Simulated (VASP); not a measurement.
A run of VASP 6.6.1 is set up as follows.

Contents of INCAR:

```
PREC = Accurate
ENCUT = 520
EDIFF = 1E-8
ISMEAR = -1
SIGMA = 0.03
LREAL = F
LASPH = T
NELM = 80
ALGO = Normal
ISIF = 2
LWAVE = F
LCHARG = F
GGA = PE
LEFG = T
NBANDS = 12
```

The input KPOINTS:

```
Automatic mesh
0
Gamma
  12 12 7
```

The input POSCAR:

```
Sb
1.0
    3.3118874482      0.0000000000      0.0000000000
   -1.6559437241      2.8681786646      0.0000000000
    0.0000000000      0.0000000000      5.2396435614
Sb
2
Direct
    0.3333333333      0.6666666667      0.2500000000
    0.6666666667      0.3333333333      0.7500000000
```

Potentials or basis: VASP PAW PBE potentials, release 64 (Sb).

The run is started by

```bash
$ cat potpaw_PBE.64/Sb/POTCAR > POTCAR
$ mpirun -np 1 vasp_std > vasp.out
```

Predict the pressure.

7.1 GPa.

What does it give for the band gap on the k mesh?

Zero (band 5 reaches 13.90 eV, above the bottom of band 6 at 6.45 eV).

Stress tensor (GPa, compression positive):
```
7.54 0.00 0.00
0.00 7.54 0.00
0.00 0.00 6.14
```

Caveat: without QUAD_EFG the Cq values of the log hold for a quadrupole moment of 1 mb, not for the nuclei; spin-orbit coupling is left out, which moves the levels of the heavy elements.
